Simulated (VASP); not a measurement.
# CsTa2S4 (P-6m2) in VASP: further runs, part 2 of 2

VASP 6.6.1. The steps go on from the part before.

### Step 4. Relaxation of cell and atoms, PBE+D3(BJ)

The input, INCAR:

```
SYSTEM = CsTa2S4
PREC     = Accurate       ! precision mode
ENCUT    = 600            ! plane-wave cutoff, eV
EDIFF    = 1E-6           ! SCF threshold, eV
ISMEAR   = 0              ! smearing method
SIGMA    = 0.1            ! smearing width, eV
LREAL    = .FALSE.        ! projectors in reciprocal space
LASPH    = .TRUE.         ! aspherical terms in the spheres
NELM     = 80             ! most SCF steps
ALGO     = Normal         ! electronic algorithm
ISIF     = 3              ! what is computed and relaxed
LWAVE    = .FALSE.        ! write WAVECAR
LCHARG   = .FALSE.        ! write CHGCAR
GGA      = PE             ! functional
IVDW     = 12             ! dispersion correction
IBRION   = 2              ! ionic algorithm
NSW      = 90             ! ionic steps
EDIFFG   = -0.04          ! ionic threshold
```

The input, KPOINTS:

```
Automatic mesh
0
G
  6 6 2
  0 0 0
```

The input, POSCAR:

```
CsTa2S4
1.0
    3.3140008500      0.0000000000      0.0000000000
   -1.6570004300      2.8700089300      0.0000000000
    0.0000000000      0.0000000000     14.0856261300
Cs Ta S
1 2 4
Direct
    0.3333333300      0.6666666700      0.0000000000
    0.0000000000      0.0000000000      0.7160424800
    0.0000000000      0.0000000000      0.2839575200
    0.6666666700      0.3333333300      0.6054266200
    0.6666666700      0.3333333300      0.8266583300
    0.6666666700      0.3333333300      0.1733416700
    0.6666666700      0.3333333300      0.3945733800
```

Potentials or basis: VASP PAW PBE potentials, release 64 (Cs_sv, Ta_pv, S).

Started as:

```
> cat potpaw_PBE.64/Cs_sv/POTCAR potpaw_PBE.64/Ta_pv/POTCAR potpaw_PBE.64/S/POTCAR > POTCAR
> mpirun -np 1 vasp_std > vasp.out
```

OUTCAR:

```text
SYSTEM = CsTa2S4
   PREC = Accurate
   ENCUT = 600
   EDIFF = 1E-6
   ISMEAR = 0
   LREAL = .FALSE.
   LASPH = .TRUE.
   NELM = 80
   ISIF = 3
   GGA = PE
   IVDW = 12
   IBRION = 2
   NSW = 90
   EDIFFG = -0.04
 IVDW          = 12

 ion  position               nearest neighbor table
   1  0.333  0.667  0.000-
   2  0.000  0.000  0.716-   5 2.47   5 2.47   5 2.47   4 2.47   4 2.47   4 2.47
   3  0.000  0.000  0.284-   6 2.47   6 2.47   6 2.47   7 2.47   7 2.47   7 2.47
   4  0.667  0.333  0.605-   2 2.47   2 2.47   2 2.47
   5  0.667  0.333  0.827-   2 2.47   2 2.47   2 2.47
   6  0.667  0.333  0.173-   3 2.47   3 2.47   3 2.47
   7  0.667  0.333  0.395-   3 2.47   3 2.47   3 2.47

  LATTYP: Found a hexagonal cell.
 ALAT       =     3.3140008500
 C/A-ratio  =     4.2503387197

[... 310 lines left out ...]
  free  energy   TOTEN  =       -50.6386015613 eV

  energy  without entropy=      -50.6205413161  energy(sigma->0) =      -50.62957144

[... ionic steps 4 to 14 ...]

--------------------------------------- Ionic step       15  -------------------------------------------

 number of electron      55.0000006 magnetization

------------------------ aborting loop because EDIFF is reached ----------------------------------------
[... 85 lines left out ...]
--------------------------------------- Ionic step       17  -------------------------------------------

 number of electron      55.0000008 magnetization

 Free energy of the ion-electron system (eV)
  ---------------------------------------------------
  ext. energy  EPLUGINS =         0.00000000
  ---------------------------------------------------
  free energy    TOTEN  =       -48.05931617 eV

  energy without entropy =      -48.05828514  energy(sigma->0) =      -48.05880065

 E-fermi :   5.2891     XC(G=0): -10.2767

 val. band max:        5.1067304239   @ k =   0.1667   0.1667   0.0000
 cond. band min:       5.4445726605   @ k =   0.1667  -0.0000   0.0000
 fundamental gap:      0.3378422366
 Fermi energy:         5.2890582587

 k-point     1 :       0.0000    0.0000    0.0000
  band No.  band energies     occupation
      1     -29.4958      2.00000
      2     -29.4957      2.00000
      3     -29.3471      2.00000
      4     -29.3471      2.00000
      5     -29.3471      2.00000
      6     -29.3471      2.00000
[... 531 lines left out ...]
  FREE ENERGIE OF THE ION-ELECTRON SYSTEM (eV)
  ---------------------------------------------------
  free  energy   TOTEN  =       -50.8011618826 eV

  energy  without entropy=      -50.8001308515  energy(sigma->0) =      -50.80064637

 reached required accuracy - stopping structural energy minimisation
```

OSZICAR:

```text
N       E                     dE             d eps       ncg     rms          rms(c)
DAV:   1     0.470690342735E+03    0.47069E+03   -0.29808E+04   924   0.173E+03
DAV:   2    -0.174629903126E+02   -0.48815E+03   -0.48016E+03  1130   0.389E+02
DAV:   3    -0.497165251320E+02   -0.32254E+02   -0.31929E+02  1117   0.896E+01
[... 163 lines left out ...]
DAV:   4    -0.480593112426E+02    0.40068E-04   -0.25230E-04  1119   0.734E-02    0.335E-02
DAV:   5    -0.480593118603E+02   -0.61769E-06   -0.19471E-05  1197   0.215E-02    0.198E-02
DAV:   6    -0.480593134540E+02   -0.15937E-05   -0.64608E-06  1046   0.131E-02    0.141E-02
DAV:   7    -0.480593161064E+02   -0.26524E-05   -0.20666E-06   783   0.774E-03    0.299E-03
DAV:   8    -0.480593161675E+02   -0.61077E-07   -0.35717E-07   521   0.342E-03
  17 F= -.50801162E+02 E0= -.50800646E+02  d E =-.320087E-03
```

Run time: 12 min. Hardware: 1 thread of Intel Xeon 6975P-C (Granite Rapids), shared host; peak memory 0.35 GiB.

Results:

| Item | Value |
| --- | --- |
| Free energy | -50.8012 eV |
| Relaxed volume | 21.24 Å³/atom |
| Relaxed cell | a = 3.415 Å, b = 3.415 Å, c = 14.718 Å, α = 90.00°, β = 90.00°, γ = 120.00° |
| Space group after relaxing (to 0.1 Å) | P-6m2 (No. 187) |
| Energy gained by relaxing | 59.1 meV/atom |
| Ionic steps | 17 |
| Pressure after relaxing | 0.0 GPa |
| Largest force after relaxing | 0.017 eV/Å |
| Band gap on the k mesh | zero (an odd number of electrons rules out a gap without spin polarisation) |
| Dispersion energy per atom | -0.392 eV |

Forces on the atoms (eV/Å):
```
Cs   0.000  0.000  0.000
Ta   0.000  0.000  0.017
Ta   0.000  0.000 -0.017
S    0.000  0.000 -0.011
S    0.000  0.000  0.016
S    0.000  0.000 -0.016
S    0.000  0.000  0.011
```

Stress tensor (GPa, compression positive):
```
 0.11  0.00  0.00
 0.00  0.11  0.00
 0.00  0.00 -0.08
```

Step by step:
```
step  energy change (eV)  largest force (eV/Å)  pressure (GPa)  volume (Å³)
   1              0.0000                0.6032            7.30       133.97
   2             -0.1476                1.3183           -5.58       151.60
   3             -0.2511                1.0589           -1.22       144.31
   4             -0.3761                0.3586            0.06       146.13
   5             -0.3771                0.2962            0.19       146.31
   6             -0.4052                0.0804            0.16       147.17
   7             -0.4063                0.1510            0.17       147.38
   8             -0.4095                0.0733           -0.14       147.98
   9             -0.4096                0.0789           -0.11       147.90
  10             -0.4100                0.0758            0.18       147.69
  11             -0.4100                0.0704            0.15       147.71
  12             -0.4104                0.0637            0.14       147.81
  13             -0.4115                0.0498            0.07       148.11
  14             -0.4123                0.0907           -0.04       148.71
  15             -0.4128                0.0670           -0.09       148.79
  16             -0.4134                0.0270           -0.21       148.97
  17             -0.4137                0.0172            0.05       148.67
```

Final structure:
```
Cs Ta S
1.0
     3.41519    0.00000    0.00000
    -1.70760    2.95764    0.00000
     0.00000    0.00000   14.71823
Cs Ta S
1 2 4
Direct
  0.33333 0.66667 0.00000
  0.00000 0.00000 0.71653
  0.00000 0.00000 0.28347
  0.66667 0.33333 0.61497
  0.66667 0.33333 0.82121
  0.66667 0.33333 0.17879
  0.66667 0.33333 0.38503
```

Levels at points of the mesh, in eV from the Fermi level:
```csv
k point,band 25,band 26,band 27,band 28,band 29,band 30,band 31,band 32
"(0.00, 0.00, 0.00)",-1.98,-1.26,0.45,1.28,1.48,2.37,2.37,2.42
"(0.50, 0.00, 0.00)",-2.02,-1.91,-0.77,-0.31,0.62,1.97,3.04,3.09
"(0.00, 0.00, 0.50)",-1.98,-1.88,0.73,1.03,1.57,2.37,2.37,2.42
"(0.50, 0.00, 0.50)",-2.03,-1.98,-0.64,-0.38,0.62,1.96,3.04,3.11
```

Caveat: the k points lie up to 0.35 Å⁻¹ apart in the final cell, too coarse for converged energies and pressures of a metal; spin-orbit coupling is left out, which moves the levels of the heavy elements.

### Step 5. Single point, PBE+D3(BJ)

This run uses another cell than the first one, of 21.10 Å³/atom.

The input, INCAR:

```
PREC = Accurate
ENCUT = 520
EDIFF = 1E-7
ISMEAR = 0
SIGMA = 0.1
LREAL = F
LASPH = T
NELM = 80
ALGO = Normal
ISIF = 2
LWAVE = F
LCHARG = F
GGA = PE
IVDW = 12
NBANDS = 36
```

The input, KPOINTS:

```
regular mesh
0
Gamma
  12 12 4
```

The input, POSCAR:

```
CsTa2S4
1.0
    3.4107731164      0.0000000000      0.0000000000
   -1.7053865582      2.9538161654      0.0000000000
    0.0000000000      0.0000000000     14.6634158578
Cs Ta S
1 2 4
Direct
    0.3333333333      0.6666666667      0.0000000000
    0.0000000000      0.0000000000      0.7162666299
    0.0000000000      0.0000000000      0.2837333701
    0.6666666667      0.3333333333      0.6138885121
    0.6666666667      0.3333333333      0.8216291685
    0.6666666667      0.3333333333      0.1783708315
    0.6666666667      0.3333333333      0.3861114879
```

Started as:

```
> cat potpaw_PBE.64/Cs_sv/POTCAR potpaw_PBE.64/Ta_pv/POTCAR potpaw_PBE.64/S/POTCAR > POTCAR
> mpirun -np 1 vasp_std > vasp.out
```

Run time: 3.8 min. Hardware: 1 thread of Intel Xeon 6975P-C (Granite Rapids), shared host; peak memory 0.46 GiB.

The run converged. Its results:

- Free energy: -50.7670 eV
- Pressure: 0.2 GPa
- Largest force: 0.013 eV/Å
- Band gap on the k mesh: zero (an odd number of electrons rules out a gap without spin polarisation)
- Dispersion energy per atom: -0.394 eV

Forces in eV/Å, atoms in the order of the input:
```
Cs   0.000  0.000  0.000
Ta   0.000  0.000 -0.008
Ta   0.000  0.000  0.008
S    0.000  0.000 -0.013
S    0.000  0.000 -0.007
S    0.000  0.000  0.007
S    0.000  0.000  0.013
```

Levels at points of the mesh, in eV from the Fermi level:
```
           k point  band 25  band 26  band 27  band 28  band 29  band 30  band 31  band 32
(0.00, 0.00, 0.00)    -2.00    -1.29     0.39     1.25     1.47     2.32     2.32     2.38
(0.50, 0.00, 0.00)    -2.05    -1.95    -0.84    -0.35     0.61     1.96     3.01     3.06
(0.00, 0.00, 0.50)    -2.00    -1.92     0.67     1.01     1.56     2.33     2.33     2.37
(0.50, 0.00, 0.50)    -2.07    -2.00    -0.70    -0.42     0.61     1.94     3.00     3.07
```

Caveat: spin-orbit coupling is left out, which moves the levels of the heavy elements.

### Step 6. Single point, PBE+D3(BJ), collinear spin

The input, INCAR:

```
SYSTEM = CsTa2S4
PREC     = Accurate       ! precision mode
ENCUT    = 520            ! plane-wave cutoff, eV
EDIFF    = 1E-6           ! SCF threshold, eV
ISMEAR   = 0              ! smearing method
SIGMA    = 0.1            ! smearing width, eV
LREAL    = .FALSE.        ! projectors in reciprocal space
LASPH    = .TRUE.         ! aspherical terms in the spheres
NELM     = 150            ! most SCF steps
ALGO     = Normal         ! electronic algorithm
ISIF     = 2              ! what is computed and relaxed
LWAVE    = .FALSE.        ! write WAVECAR
LCHARG   = .FALSE.        ! write CHGCAR
ISPIN    = 2              ! spin polarisation
MAGMOM   = 0 1 1 0 0 0 0  ! initial moments
LORBIT   = 11             ! projections on sites
LMAXMIX  = 4              ! l up to which the mixer works
GGA      = PE             ! functional
IVDW     = 12             ! dispersion correction
NBANDS   = 40             ! bands
```

The input, KPOINTS:

```
Automatic mesh
0
G
  6 6 2
  0 0 0
```

The input, POSCAR:

```
CsTa2S4
1.0
    3.3140008500      0.0000000000      0.0000000000
   -1.6570004300      2.8700089300      0.0000000000
    0.0000000000      0.0000000000     14.0856261300
Cs Ta S
1 2 4
Direct
    0.3333333300      0.6666666700      0.0000000000
    0.0000000000      0.0000000000      0.7160424800
    0.0000000000      0.0000000000      0.2839575200
    0.6666666700      0.3333333300      0.6054266200
    0.6666666700      0.3333333300      0.8266583300
    0.6666666700      0.3333333300      0.1733416700
    0.6666666700      0.3333333300      0.3945733800
```

Potentials or basis: VASP PAW PBE potentials, release 64 (Cs_sv, Ta_pv, S).

Started as:

```
> cat potpaw_PBE.64/Cs_sv/POTCAR potpaw_PBE.64/Ta_pv/POTCAR potpaw_PBE.64/S/POTCAR > POTCAR
> mpirun -np 1 vasp_std > vasp.out
```

It took 3 min on 1 thread of Intel Xeon 6975P-C (Granite Rapids), shared host; peak memory 0.41 GiB.

It converged, with:

- Free energy: -50.3857 eV
- Pressure: 7.3 GPa
- Largest force: 0.603 eV/Å
- Net moment: 0.00 μB per cell
- Valence electrons inside the program's atomic spheres: Cs 6.70; Ta 8.86; S 3.73, 3.82 (each value once)
- Dispersion energy per atom: -0.435 eV

Forces on the atoms (eV/Å):
```
Cs   0.000  0.000  0.000
Ta   0.000  0.000 -0.564
Ta   0.000  0.000  0.564
S    0.000  0.000  0.603
S    0.000  0.000 -0.514
S    0.000  0.000  0.514
S    0.000  0.000 -0.603
```

Stress tensor (GPa, compression positive):
```
7.91 0.00 0.00
0.00 7.91 0.00
0.00 0.00 5.99
```

Levels at points of the mesh, in eV from the Fermi level:
Spin up:
| k point | band 26 | band 27 | band 28 | band 29 | band 30 | band 31 |
| --- | --- | --- | --- | --- | --- | --- |
| (0.00, 0.00, 0.00) | -0.95 | 0.23 | 1.42 | 2.05 | 2.55 | 2.55 |
| (0.50, 0.00, 0.00) | -1.67 | -0.97 | -0.15 | 1.01 | 2.39 | 3.52 |
| (0.00, 0.00, 0.50) | -1.62 | 0.59 | 1.25 | 2.10 | 2.57 | 2.57 |
| (0.50, 0.00, 0.50) | -1.59 | -0.78 | -0.22 | 1.02 | 2.36 | 3.52 |
Spin down:
```tsv
k point	band 26	band 27	band 28	band 29	band 30	band 31
(0.00, 0.00, 0.00)	-0.95	0.23	1.42	2.05	2.54	2.54
(0.50, 0.00, 0.00)	-1.67	-0.97	-0.15	1.01	2.39	3.52
(0.00, 0.00, 0.50)	-1.62	0.59	1.25	2.10	2.57	2.57
(0.50, 0.00, 0.50)	-1.59	-0.78	-0.22	1.02	2.36	3.52
```

Caveat: the k points lie up to 0.36 Å⁻¹ apart; spin-orbit coupling is left out, which moves the levels of the heavy elements.

### Step 7. Overview

| task | spin | cell | k mesh | cutoff (eV) | gap on the mesh (eV) | pressure (GPa) | largest force (eV/Å) |
| --- | --- | --- | --- | --- | --- | --- | --- |
| single point | off | a = 3.314, b = 3.314, c = 14.086 Å, angles 90.0, 90.0, 120.0°, 7 atoms, atomic positions A | 6 × 6 × 2 | 520 | none | 7.3 | 0.60 |
| single point | off | a = 3.415, b = 3.415, c = 14.691 Å, angles 90.0, 90.0, 120.0°, 7 atoms, atomic positions B | 6 × 6 × 2 | 520 | none | 0.2 | 0.02 |
| relaxation of cell and atoms | off | relaxed from a = 3.314, b = 3.314, c = 14.086 Å, angles 90.0, 90.0, 120.0°, 7 atoms, atomic positions A | 6 × 6 × 2 | 600 | none | 0.0 | 0.02 |
| single point | off | a = 3.411, b = 3.411, c = 14.663 Å, angles 90.0, 90.0, 120.0°, 7 atoms, atomic positions C | 12 × 12 × 4 | 520 | none | 0.2 | 0.01 |
| single point | collinear | a = 3.314, b = 3.314, c = 14.086 Å, angles 90.0, 90.0, 120.0°, 7 atoms, atomic positions A | 6 × 6 × 2 | 520 | none | 7.3 | 0.60 |

Alike in all rows: level PBE+D3(BJ); potentials or basis VASP PAW PBE potentials, release 64 (Cs_sv, Ta_pv, S); smearing gaussian 0.1 eV.

Caveats: some runs use coarse meshes; spin-orbit coupling is left out, which moves the levels of the heavy elements.

Total energies depend on the potentials used, so only differences within one code and one set of settings carry meaning.

The gap in the log of VASP goes by the Fermi energy; the results here count the filled bands.